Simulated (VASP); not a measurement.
# InSbTe3 (P6/mmm) in VASP: notebook, part 2 of 4

VASP 6.6.1. The steps go on from the part before.

### Step 3. Single point, PBE

This run uses another cell than the first one, of 40.16 Å³/atom.

INCAR

```
PREC = Accurate ; ENCUT = 520
EDIFF = 1E-7 ; ISMEAR = 0
SIGMA = 0.1 ; LREAL = F
LASPH = T ; NELM = 100
ALGO = Normal ; ISIF = 2
LWAVE = F ; LCHARG = F
GGA = PE ; NBANDS = 26
```

KPOINTS

```
regular mesh
0
Gamma
  3 3 4
```

POSCAR

```
InSbTe3
1.0
    6.4732870600      0.0000000000      0.0000000000
   -3.2366435300      5.6060310400      0.0000000000
    0.0000000000      0.0000000000      5.5338845921
In Sb Te
1 1 3
Direct
    0.0000000000      0.0000000000      0.5000000000
    0.0000000000      0.0000000000      0.0000000000
    0.5000000000      0.0000000000      0.5000000000
    0.0000000000      0.5000000000      0.5000000000
    0.5000000000      0.5000000000      0.5000000000
```

Potentials or basis: VASP PAW PBE potentials, release 64 (In_d, Sb, Te).

The run is started by

```console
> cat potpaw_PBE.64/In_d/POTCAR potpaw_PBE.64/Sb/POTCAR potpaw_PBE.64/Te/POTCAR > POTCAR
> mpirun -np 1 vasp_std > vasp.out
```

OUTCAR:

```text
PREC = Accurate
   ENCUT = 520
   EDIFF = 1E-7
   ISMEAR = 0
   LREAL = F
   LASPH = T
   NELM = 100
   ISIF = 2
   GGA = PE

 ion  position               nearest neighbor table
   1  0.000  0.000  0.500-   2 2.77   2 2.77   3 3.24   3 3.24   4 3.24   4 3.24   5 3.24   5 3.24

   2  0.000  0.000  0.000-   1 2.77   1 2.77
   3  0.500  0.000  0.500-   1 3.24   1 3.24   5 3.24   5 3.24   4 3.24   4 3.24
   4  0.000  0.500  0.500-   5 3.24   5 3.24   1 3.24   1 3.24   3 3.24   3 3.24
   5  0.500  0.500  0.500-   4 3.24   4 3.24   1 3.24   3 3.24   3 3.24   1 3.24

  LATTYP: Found a hexagonal cell.
 ALAT       =     6.4732870600
 C/A-ratio  =     0.8548801468

  Lattice vectors:

 A1 = (   6.4732870600,   0.0000000000,   0.0000000000)
 A2 = (  -3.2366435300,   5.6060310400,   0.0000000000)
 A3 = (   0.0000000000,   0.0000000000,   5.5338845921)

Analysis of symmetry for initial positions (statically):
=====================================================================
 Subroutine PRICEL returns:
 Original cell was already a primitive cell.

 Routine SETGRP: Setting up the symmetry group for a
 hexagonal supercell.

 Subroutine GETGRP returns: Found 24 space group operations
 (whereof 24 operations were pure point group operations)
 out of a pool of 24 trial point group operations.

The static configuration has the point symmetry D_6h.

Analysis of symmetry for dynamics (positions and initial velocities):
=====================================================================
 Subroutine PRICEL returns:
 Original cell was already a primitive cell.

 Routine SETGRP: Setting up the symmetry group for a
 hexagonal supercell.

 Subroutine GETGRP returns: Found 24 space group operations
 (whereof 24 operations were pure point group operations)
 out of a pool of 24 trial point group operations.

The dynamic configuration has the point symmetry D_6h.

 Subroutine INISYM returns: Found 24 space group operations
 (whereof 24 operations are pure point group operations),
 and found     1 'primitive' translations

----------------------------------------------------------------------------------------

                                     Primitive cell

  volume of cell :     200.8216

  direct lattice vectors                    reciprocal lattice vectors
     6.473287060  0.000000000  0.000000000     0.154481022  0.089189660  0.000000000
    -3.236643530  5.606031040  0.000000000     0.000000000  0.178379319  0.000000000
     0.000000000  0.000000000  5.533884592     0.000000000  0.000000000  0.180704889

  length of vectors
     6.473287060  6.473287060  5.533884592     0.178379319  0.178379319  0.180704889

  position of ions in fractional coordinates (direct lattice)
     0.000000000  0.000000000  0.500000000
     0.000000000  0.000000000  0.000000000
     0.500000000  0.000000000  0.500000000
     0.000000000  0.500000000  0.500000000
     0.500000000  0.500000000  0.500000000

  ion indices of the primitive-cell ions
   primitive index   ion index
                 1           1
                 2           2
                 3           3
                 4           4
[... 23 lines left out ...]
 Subroutine IBZKPT returns following result:
 ===========================================

 Found      9 irreducible k-points:

 Following reciprocal coordinates:
            Coordinates               Weight
  0.000000  0.000000  0.000000      1.000000
  0.333333  0.000000  0.000000      6.000000
  0.333333  0.333333  0.000000      2.000000
  0.000000  0.000000  0.250000      2.000000
  0.333333  0.000000  0.250000     12.000000
  0.333333  0.333333  0.250000      4.000000
  0.000000  0.000000  0.500000      1.000000
  0.333333  0.000000  0.500000      6.000000
  0.333333  0.333333  0.500000      2.000000
   k-points           NKPTS =      9   k-points in BZ     NKDIM =      9   number of bands    NBANDS=     26
   number of dos      NEDOS =    301   number of ions     NIONS =      5
   total plane-waves  NPLWV =  96768
   dimension x,y,z NGX =    48 NGY =   48 NGZ =   42
   dimension x,y,z NGXF=    96 NGYF=   96 NGZF=   84
   ions per type =               1   1   3
   NGX,Y,Z   is equivalent  to a cutoff of  12.33, 12.33, 12.62 a.u.
   NGXF,Y,Z  is equivalent  to a cutoff of  24.65, 24.65, 25.23 a.u.
 SYSTEM =  unknown system
   PREC   = accura    normal or accurate (medium, high low for compatibility)
   ISTART =      0    job   : 0-new  1-cont  2-samecut
   ICHARG =      2    charge: 1-file 2-atom 10-const
   ISPIN  =      1    spin polarized calculation?
   LNONCOLLINEAR =      F non collinear calculations
   LSORBIT =      F    spin-orbit coupling
   LASPH  =      T    aspherical Exc in radial PAW
   ENCUT  =  520.0 eV  38.22 Ry    6.18 a.u.  12.04 12.04 10.29*2*pi/ulx,y,z
   NELM   =    100;   NELMIN=  2; NELMDL= -5     # of ELM steps
   EDIFF  = 0.1E-06   stopping-criterion for ELM
   LREAL  =      F    real-space projection
   EDIFFG = 0.1E-05   stopping-criterion for IOM
   NSW    =      0    number of steps for IOM
   IBRION =     -1    ionic relax: 0-MD 1-quasi-New 2-CG
   NFREE  =      0    steps in history (QN), initial steepest desc. (CG)
   ISIF   =      2    stress and relaxation
   ISYM   =      2    0-nonsym 1-usesym 2-fastsym
   POTIM  = 0.5000    time-step for ionic-motion
   TEBEG  =    0.0;   TEEND  =   0.0 temperature during run
   PSTRESS=    0.0 pullay stress
   NELECT =      36.0000    total number of electrons
   NUPDOWN=      -1.0000    fix difference up-down
   EMIN   =  10.00;   EMAX   =-10.00  energy-range for DOS
   EFERMI =   0.00;   METHOD = LEGACY
   ISMEAR =     0;   SIGMA  =   0.10  broadening in eV -4-tet -1-fermi 0-gaus
   EFERMI_NEDOS =   21; number of points for ismear=-14 and -15
   IALGO  =     38    algorithm
   IMIX   =      4    mixing-type and parameters
     AMIX     =   0.40;   BMIX     =  1.00
     AMIX_MAG =   1.60;   BMIX_MAG =  1.00
  volume/ion in A,a.u.               =      40.16       271.04
  Fermi-wavevector in a.u.,A,eV,Ry     =   0.923079  1.744366 11.593181  0.852075
  Thomas-Fermi vector in A             =   2.048676
   LORBIT       =      0    0 simple, 1 ext, 2 COOP (PROOUT), +10 PAW based schemes
   GGA     = PE    functional components
   LHFCALC =     F    Hartree Fock is set to
   AEXX    =    0.0000 exact exchange contribution
   IVDW    =     0    specifies the selected vdW correction
   LEPSILON=     F    determine dielectric tensor
   LRPA    =     F    only Hartree local field effects (RPA)
 non-spin polarized calculation
 Gauss-broadening in eV      SIGMA  =   0.10
  energy-cutoff  :      520.00
  volume of cell :      200.82
 maximum number of plane-waves:      5430
   NGX = 25   NGY = 25   NGZ = 21

 number of electron      36.0000000 magnetization

 Free energy of the ion-electron system (eV)
  ---------------------------------------------------
  ext. energy  EPLUGINS =         0.00000000
  ---------------------------------------------------
  free energy    TOTEN  =       -13.34699003 eV

  energy without entropy =      -13.33354325  energy(sigma->0) =      -13.34026664

 E-fermi :   3.6405     XC(G=0):  -8.0887

 val. band max:        3.6082970024   @ k =   0.0000   0.0000   0.0000
 cond. band min:       3.6684225452   @ k =   0.3333   0.3333   0.0000
 fundamental gap:      0.0601255428
 Fermi energy:         3.6405122366

 k-point     1 :       0.0000    0.0000    0.0000
  band No.  band energies     occupation
      1     -11.3178      2.00000
      2     -11.0985      2.00000
      3     -11.0985      2.00000
      4     -11.0966      2.00000
      5     -11.0966      2.00000
      6      -8.6614      2.00000
[... 250 lines left out ...]
     25       7.6509      0.00000
     26       9.3548      0.00000

------------------------ aborting loop because EDIFF is reached ----------------------------------------

  FORCE on cell =-STRESS in cart. coord.  units (eV):
  Direction    XX          YY          ZZ          XY          YZ          ZX
  --------------------------------------------------------------------------------------
  -------------------------------------------------------------------------------------
  Total        0.2231170      0.2231170     -0.1218640      0.0000000      0.0000000      0.0000000
  in kB        1.7800524      1.7800524     -0.9722448      0.0000000      0.0000000      0.0000000
  external PRESSURE =       0.8626200 kB  Pullay stress =       0.0000000 kB

 VOLUME and BASIS-vectors are now :
 -----------------------------------------------------------------------------
  energy-cutoff  :      520.00
  volume of cell :      200.82
      direct lattice vectors                 reciprocal lattice vectors
     6.473287060  0.000000000  0.000000000     0.154481022  0.089189660  0.000000000
    -3.236643530  5.606031040  0.000000000     0.000000000  0.178379319  0.000000000
     0.000000000  0.000000000  5.533884592     0.000000000  0.000000000  0.180704889

 POSITION                                       TOTAL-FORCE (eV/Angst)
 -----------------------------------------------------------------------------------
      0.00000      0.00000      2.76694        -0.000000      0.000000      0.000000
      0.00000      0.00000      0.00000         0.000000      0.000000      0.000000
      3.23664      0.00000      2.76694         0.000000      0.000000      0.000000
     -1.61832      2.80302      2.76694        -0.000000      0.000000      0.000000
      1.61832      2.80302      2.76694        -0.000000      0.000000      0.000000
 -----------------------------------------------------------------------------------
    total drift:                                0.000000      0.000000     -0.000000

  FREE ENERGIE OF THE ION-ELECTRON SYSTEM (eV)
  ---------------------------------------------------
  free  energy   TOTEN  =       -13.3469900297 eV

  energy  without entropy=      -13.3335432450  energy(sigma->0) =      -13.34026664
```

Wall time 38 s (1 thread of AMD EPYC 7R13 (Zen 3), shared host); peak memory 0.29 GiB.

Results:

```yaml
Free_energy: -13.3470 eV
Pressure: 0.1 GPa
Band_gap_on_the_k_mesh: zero (bands 18 and 19 overlap by 0.40 eV)
```

Caveat: the k points lie up to 0.37 Å⁻¹ apart; semilocal functionals underestimate gaps, and a narrow one can read as zero; spin-orbit coupling is left out, which moves the levels of the heavy elements.

### Step 4. Relaxation of cell and atoms, PBE

INCAR

```
PREC = Accurate
ENCUT = 600
EDIFF = 1E-6
ISMEAR = 0
SIGMA = 0.1
LREAL = F
LASPH = T
NELM = 100
ALGO = Normal
ISIF = 3
LWAVE = F
LCHARG = F
GGA = PE
IBRION = 2
NSW = 90
EDIFFG = -0.04
```

KPOINTS

```
Automatic mesh
0
Gamma
  3 3 4
```

POSCAR: that of step 3 with these lines changed.

```diff
@@ -2,5 +2,5 @@
 1.0
-    6.4732870600      0.0000000000      0.0000000000
-   -3.2366435300      5.6060310400      0.0000000000
-    0.0000000000      0.0000000000      5.5338845921
+    5.7825333600      0.0000000000      0.0000000000
+   -2.8912666800      5.0078207900      0.0000000000
+    0.0000000000      0.0000000000      5.9111676300
 In Sb Te
```

The run is started by

```console
> cat potpaw_PBE.64/In_d/POTCAR potpaw_PBE.64/Sb/POTCAR potpaw_PBE.64/Te/POTCAR > POTCAR
> mpirun -np 1 vasp_std > vasp.out
```

Wall time 3.4 min (1 thread of AMD EPYC 7R13 (Zen 3), shared host); peak memory 0.34 GiB.

The run converged. Its results:

| Property | Result |
| --- | --- |
| Free energy | -13.3451 eV |
| Relaxed volume | 40.25 Å³/atom |
| Relaxed cell | a = 6.487 Å, b = 6.487 Å, c = 5.522 Å, α = 90.00°, β = 90.00°, γ = 120.00° |
| Space group after relaxing (to 0.1 Å) | P6/mmm (No. 191) |
| Energy gained by relaxing | 494.2 meV/atom |
| Ionic steps | 7 |
| Pressure after relaxing | 0.0 GPa |
| Band gap on the k mesh | zero (bands 18 and 19 overlap by 0.39 eV) |

Step by step:
| step | energy change (eV) | largest force (eV/Å) | pressure (GPa) | volume (Å³) |
| --- | --- | --- | --- | --- |
| 1 | 0.0000 | 0.0000 | 13.24 | 171.17 |
| 2 | -1.6764 | 0.0000 | -3.81 | 247.12 |
| 3 | -2.3829 | 0.0000 | -0.95 | 212.86 |
| 4 | -2.3827 | 0.0000 | -0.80 | 211.99 |
| 5 | -2.4505 | 0.0000 | -0.45 | 206.20 |
| 6 | -2.4704 | 0.0000 | -0.10 | 202.02 |
| 7 | -2.4708 | 0.0000 | -0.04 | 201.26 |

Final structure:
```cif
data_structure
_symmetry_space_group_name_H-M 'P 1'
_symmetry_Int_Tables_number 1
_cell_length_a 6.4871
_cell_length_b 6.4871
_cell_length_c 5.5225
_cell_angle_alpha 90.000
_cell_angle_beta 90.000
_cell_angle_gamma 120.000
_cell_volume 201.26
loop_
_atom_site_label
_atom_site_type_symbol
_atom_site_fract_x
_atom_site_fract_y
_atom_site_fract_z
_atom_site_occupancy
In1 In 0.00000 0.00000 0.50000 1
Sb1 Sb 0.00000 0.00000 0.00000 1
Te1 Te 0.50000 0.00000 0.50000 1
Te2 Te 0.00000 0.50000 0.50000 1
Te3 Te 0.50000 0.50000 0.50000 1
```

Levels at points of the mesh, in eV from the Fermi level:
```csv
k point,band 14,band 15,band 16,band 17,band 18,band 19,band 20,band 21,band 22
"(0.00, 0.00, 0.00)",-2.86,-1.37,-0.18,-0.18,-0.03,-0.03,1.46,2.60,2.60
"(0.00, 0.00, 0.50)",-2.54,-0.64,-0.64,-0.52,-0.52,1.48,2.43,2.43,2.96
```

Caveat: the k points lie up to 0.37 Å⁻¹ apart in the final cell; the volume moved by over 15 % at a fixed basis, so the end points are rough; semilocal functionals underestimate gaps, and a narrow one can read as zero; spin-orbit coupling is left out, which moves the levels of the heavy elements.

[end of part 2 of 4]

The gap in the log of VASP goes by the Fermi energy; the results here count the filled bands.